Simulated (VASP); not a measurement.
# SnTe (Fm-3m) in VASP: settings compared

The runs below take SnTe through single point, with RPBE+D4, PBEsol, PBE exchange alone.

Program: VASP 6.6.1. These are calculated values, not measurements. Logs are shortened: lines on timing, memory, paths and dates and some standing lists are left out, and cuts for length are marked.

**1. The cell of the first run**

The structure is cubic, space group Fm-3m (No. 225). Conventional cell: a = 6.302 Å, b = 6.302 Å, c = 6.302 Å, α = 90.00°, β = 90.00°, γ = 90.00°. Within 4.1 Å of Te (site symmetry m-3m) lie 6 Sn at 3.15 Å. Sn (site symmetry m-3m) has 6 Te at 3.15 Å within 4.1 Å.

**2. Single point, RPBE+D4**

File INCAR:

```
ALGO = Normal ; EDIFF = 1E-6
ENCUT = 520 ; GGA = RP
ISIF = 2 ; ISMEAR = -1
IVDW = 13 ; LASPH = True
LCHARG = False ; LREAL = False
LWAVE = False ; NBANDS = 17
NELM = 80 ; PREC = Accurate
SIGMA = 0.05
```

File KPOINTS:

```
k-points
0
Gamma
  7 7 7
```

File POSCAR:

```
SnTe
1.0
    0.0000000000      3.1508500000      3.1508500000
    3.1508500000      0.0000000000      3.1508500000
    3.1508500000      3.1508500000      0.0000000000
Te Sn
1 1
Direct
    0.5000000000      0.5000000000      0.5000000000
    0.0000000000      0.0000000000      0.0000000000
```

Potentials or basis: VASP PAW PBE potentials, release 64 (Te, Sn_d).

Command:

```sh
$ cat potpaw_PBE.64/Te/POTCAR potpaw_PBE.64/Sn_d/POTCAR > POTCAR
$ mpirun -np 1 vasp_std > vasp.out
```

OUTCAR:

```text
EDIFF = 1E-6
   ENCUT = 520
   GGA = RP
   ISIF = 2
   ISMEAR = -1
   IVDW = 13
   LASPH = True
   LREAL = False
   NELM = 80
   PREC = Accurate

 ion  position               nearest neighbor table
   1  0.500  0.500  0.500-   2 3.15   2 3.15   2 3.15   2 3.15   2 3.15   2 3.15
   2  0.000  0.000  0.000-   1 3.15   1 3.15   1 3.15   1 3.15   1 3.15   1 3.15

  LATTYP: Found a face centered cubic cell.
 ALAT       =     6.3017000000

  Lattice vectors:

 A1 = (   0.0000000000,   3.1508500000,   3.1508500000)
 A2 = (   3.1508500000,   0.0000000000,   3.1508500000)
 A3 = (   3.1508500000,   3.1508500000,   0.0000000000)

Analysis of symmetry for initial positions (statically):
[... 33 lines left out ...]
                                     Primitive cell

  volume of cell :      62.5624

  direct lattice vectors                    reciprocal lattice vectors
     0.000000000  3.150850000  3.150850000    -0.158687338  0.158687338  0.158687338
     3.150850000  0.000000000  3.150850000     0.158687338 -0.158687338  0.158687338
     3.150850000  3.150850000  0.000000000     0.158687338  0.158687338 -0.158687338

  length of vectors
     4.455974803  4.455974803  4.455974803     0.274854533  0.274854533  0.274854533

  position of ions in fractional coordinates (direct lattice)
     0.500000000  0.500000000  0.500000000
     0.000000000  0.000000000  0.000000000

  ion indices of the primitive-cell ions
   primitive index   ion index
                 1           1
                 2           2

----------------------------------------------------------------------------------------

 KPOINTS: k-points

Automatic generation of k-mesh.
 Grid dimensions read from file:
 generate k-points for:    7    7    7

 Generating k-lattice:

  Cartesian coordinates                     Fractional coordinates (reciprocal lattice)
    -0.022669620  0.022669620  0.022669620     0.142857143  0.000000000  0.000000000
     0.022669620 -0.022669620  0.022669620     0.000000000  0.142857143  0.000000000
     0.022669620  0.022669620 -0.022669620     0.000000000  0.000000000  0.142857143

  Length of vectors
     0.039264933  0.039264933  0.039264933

  Shift w.r.t. Gamma in fractional coordinates (k-lattice)
     0.000000000  0.000000000  0.000000000

 Subroutine IBZKPT returns following result:
 ===========================================

 Found     20 irreducible k-points:

 Following reciprocal coordinates:
            Coordinates               Weight
  0.000000  0.000000  0.000000      1.000000
  0.142857  0.000000  0.000000      8.000000
  0.285714  0.000000  0.000000      8.000000
  0.428571  0.000000  0.000000      8.000000
  0.142857  0.142857  0.000000      6.000000
  0.285714  0.142857  0.000000     24.000000
[... 12 lines left out ...]
 -0.428571  0.428571  0.142857     24.000000
 -0.285714  0.428571  0.142857     24.000000
   k-points           NKPTS =     20   k-points in BZ     NKDIM =     20   number of bands    NBANDS=     17
   number of dos      NEDOS =    301   number of ions     NIONS =      2
   total plane-waves  NPLWV =  46656
   dimension x,y,z NGX =    36 NGY =   36 NGZ =   36
   dimension x,y,z NGXF=    72 NGYF=   72 NGZF=   72
   ions per type =               1   1
   NGX,Y,Z   is equivalent  to a cutoff of  13.43, 13.43, 13.43 a.u.
   NGXF,Y,Z  is equivalent  to a cutoff of  26.86, 26.86, 26.86 a.u.
 SYSTEM =  unknown system
   PREC   = accura    normal or accurate (medium, high low for compatibility)
   ISTART =      0    job   : 0-new  1-cont  2-samecut
   ICHARG =      2    charge: 1-file 2-atom 10-const
   ISPIN  =      1    spin polarized calculation?
   LNONCOLLINEAR =      F non collinear calculations
   LSORBIT =      F    spin-orbit coupling
   LASPH  =      T    aspherical Exc in radial PAW
   ENCUT  =  520.0 eV  38.22 Ry    6.18 a.u.   8.29  8.29  8.29*2*pi/ulx,y,z
   NELM   =     80;   NELMIN=  2; NELMDL= -5     # of ELM steps
   EDIFF  = 0.1E-05   stopping-criterion for ELM
   LREAL  =      F    real-space projection
   EDIFFG = 0.1E-04   stopping-criterion for IOM
   NSW    =      0    number of steps for IOM
   IBRION =     -1    ionic relax: 0-MD 1-quasi-New 2-CG
   NFREE  =      0    steps in history (QN), initial steepest desc. (CG)
   ISIF   =      2    stress and relaxation
   ISYM   =      2    0-nonsym 1-usesym 2-fastsym
   POTIM  = 0.5000    time-step for ionic-motion
   TEBEG  =    0.0;   TEEND  =   0.0 temperature during run
   PSTRESS=    0.0 pullay stress
   NELECT =      20.0000    total number of electrons
   NUPDOWN=      -1.0000    fix difference up-down
   EMIN   =  10.00;   EMAX   =-10.00  energy-range for DOS
   EFERMI =   0.00;   METHOD = LEGACY
   ISMEAR =    -1;   SIGMA  =   0.05  broadening in eV -4-tet -1-fermi 0-gaus
   EFERMI_NEDOS =   21; number of points for ismear=-14 and -15
   IALGO  =     38    algorithm
   IMIX   =      4    mixing-type and parameters
     AMIX     =   0.40;   BMIX     =  1.00
     AMIX_MAG =   1.60;   BMIX_MAG =  1.00
  volume/ion in A,a.u.               =      31.28       211.10
  Fermi-wavevector in a.u.,A,eV,Ry     =   1.119387  2.115336 17.048485  1.253028
  Thomas-Fermi vector in A             =   2.256026
   LORBIT       =      0    0 simple, 1 ext, 2 COOP (PROOUT), +10 PAW based schemes
   GGA     = RP    functional components
   LHFCALC =     F    Hartree Fock is set to
   AEXX    =    0.0000 exact exchange contribution
   IVDW    =    13    specifies the selected vdW correction
   LEPSILON=     F    determine dielectric tensor
   LRPA    =     F    only Hartree local field effects (RPA)
 non-spin polarized calculation
  energy-cutoff  :      520.00
  volume of cell :       62.56
 maximum number of plane-waves:      1705
 NGX is ok and might be reduce to    36
   NGX = 17   NGY = 17   NGZ = 17

 number of electron      19.9999998 magnetization

 Free energy of the ion-electron system (eV)
  ---------------------------------------------------
  ext. energy  EPLUGINS =         0.00000000
  ---------------------------------------------------
  free energy    TOTEN  =        -6.81963228 eV

  energy without entropy =       -6.81955597  energy(sigma->0) =       -6.81959412

 E-fermi :   7.1755     XC(G=0):  -9.3924

 val. band max:        6.8630405440   @ k =   0.4286   0.0000   0.0000
 cond. band min:       7.5262172381   @ k =   0.4286   0.0000   0.0000
 fundamental gap:      0.6631766941
 Fermi energy:         7.1755325050

 k-point     1 :       0.0000    0.0000    0.0000
  band No.  band energies     occupation
      1     -14.9071      2.00000
      2     -14.9071      2.00000
      3     -14.9038      2.00000
      4     -14.9038      2.00000
      5     -14.9038      2.00000
      6      -5.7234      2.00000
[... 9 lines left out ...]
     16      11.8181      0.00000
     17      13.8861      0.00000

 k-point     2 :       0.1429    0.0000    0.0000
  band No.  band energies     occupation
      1     -14.9080      2.00000
      2     -14.9080      2.00000
      3     -14.9035      2.00000
      4     -14.9026      2.00000
      5     -14.9026      2.00000
      6      -5.5525      2.00000
[... 9 lines left out ...]
     16      12.2337      0.00000
     17      15.1039      0.00000

 k-point     3 :       0.2857    0.0000    0.0000
  band No.  band energies     occupation
      1     -14.9103      2.00000
      2     -14.9103      2.00000
      3     -14.9028      2.00000
      4     -14.8995      2.00000
      5     -14.8995      2.00000
      6      -5.0843      2.00000
[... 9 lines left out ...]
     16      13.3738      0.00000
     17      17.5032      0.00000

 k-point     4 :       0.4286    0.0000    0.0000
  band No.  band energies     occupation
      1     -14.9122      2.00000
      2     -14.9122      2.00000
      3     -14.9022      2.00000
      4     -14.8970      2.00000
      5     -14.8970      2.00000
      6      -4.5476      2.00000
[... 9 lines left out ...]
     16      15.1100      0.00000
     17      16.6782      0.00000

 k-point     5 :       0.1429    0.1429    0.0000
  band No.  band energies     occupation
      1     -14.9099      2.00000
      2     -14.9062      2.00000
      3     -14.9045      2.00000
      4     -14.9018      2.00000
      5     -14.9018      2.00000
      6      -5.4962      2.00000
[... 9 lines left out ...]
     16      12.9112      0.00000
     17      14.1205      0.00000

 k-point     6 :       0.2857    0.1429    0.0000
  band No.  band energies     occupation
      1     -14.9127      2.00000
      2     -14.9070      2.00000
      3     -14.9042      2.00000
      4     -14.8998      2.00000
      5     -14.8990      2.00000
      6      -5.1282      2.00000
[... 9 lines left out ...]
     16      14.0726      0.00000
     17      15.5912      0.00000
[... 201 lines left out ...]
 k-point    17 :       0.4286    0.2857    0.1429
  band No.  band energies     occupation
      1     -14.9152      2.00000
      2     -14.9074      2.00000
      3     -14.9038      2.00000
      4     -14.8975      2.00000
      5     -14.8974      2.00000
      6      -4.7224      2.00000
[... 9 lines left out ...]
     16      15.4274      0.00000
     17      16.2379      0.00000

 k-point    18 :      -0.4286    0.2857    0.1429
  band No.  band energies     occupation
      1     -14.9162      2.00000
      2     -14.9088      2.00000
      3     -14.9016      2.00000
      4     -14.8984      2.00000
      5     -14.8954      2.00000
      6      -4.2936      2.00000
[... 9 lines left out ...]
     16      15.8638      0.00000
     17      17.0792      0.00000

 k-point    19 :      -0.4286    0.4286    0.1429
  band No.  band energies     occupation
      1     -14.9205      2.00000
      2     -14.9053      2.00000
      3     -14.9047      2.00000
      4     -14.8961      2.00000
      5     -14.8937      2.00000
      6      -4.1770      2.00000
[... 9 lines left out ...]
     16      16.6712      0.00000
     17      17.6247      0.00000

 k-point    20 :      -0.2857    0.4286    0.1429
  band No.  band energies     occupation
      1     -14.9186      2.00000
      2     -14.9074      2.00000
      3     -14.9016      2.00000
      4     -14.8988      2.00000
      5     -14.8937      2.00000
      6      -4.0884      2.00000
[... 9 lines left out ...]
     16      16.8705      0.00000
     17      17.4865      0.00000

------------------------ aborting loop because EDIFF is reached ----------------------------------------

  DFT-D4 for vdW energy calculation

  Edisp (eV):   -1.59377

  FORCE on cell =-STRESS in cart. coord.  units (eV):
  Direction    XX          YY          ZZ          XY          YZ          ZX
  --------------------------------------------------------------------------------------
  -------------------------------------------------------------------------------------
  Total      -0.26634    -0.26634    -0.26634     0.00000     0.00000    -0.00000
  in kB      -6.82076    -6.82076    -6.82076     0.00000     0.00000    -0.00000
  external pressure =       -6.82 kB  Pullay stress =        0.00 kB

 VOLUME and BASIS-vectors are now :
 -----------------------------------------------------------------------------
  energy-cutoff  :      520.00
  volume of cell :       62.56
      direct lattice vectors                 reciprocal lattice vectors
     0.000000000  3.150850000  3.150850000    -0.158687338  0.158687338  0.158687338
     3.150850000  0.000000000  3.150850000     0.158687338 -0.158687338  0.158687338
     3.150850000  3.150850000  0.000000000     0.158687338  0.158687338 -0.158687338

 POSITION                                       TOTAL-FORCE (eV/Angst)
 -----------------------------------------------------------------------------------
      3.15085      3.15085      3.15085        -0.000000     -0.000000      0.000000
      0.00000      0.00000      0.00000         0.000000      0.000000     -0.000000
 -----------------------------------------------------------------------------------
    total drift:                               -0.000000      0.000000      0.000000

  FREE ENERGIE OF THE ION-ELECTRON SYSTEM (eV)
  ---------------------------------------------------
  free  energy   TOTEN  =        -8.4134061690 eV

  energy  without entropy=       -8.4133298499  energy(sigma->0) =       -8.41336801
```

Run time: 37 s. Hardware: 1 thread of AMD EPYC 7R43 (Zen 3), shared host; peak memory 0.16 GiB.

What came out:

| Property | Result |
| --- | --- |
| Free energy | -8.4134 eV |
| Pressure | -0.7 GPa |
| Dispersion energy per atom | -0.797 eV |

Caveat: this odd mesh misses L, where the gap lies, so gap, dielectric constants and Born charges aren't listed; the PAW data sets were made with another functional, which shifts forces and pressure a little; spin-orbit coupling is left out, which moves the levels of the heavy elements.

[end of part 1 of 2]
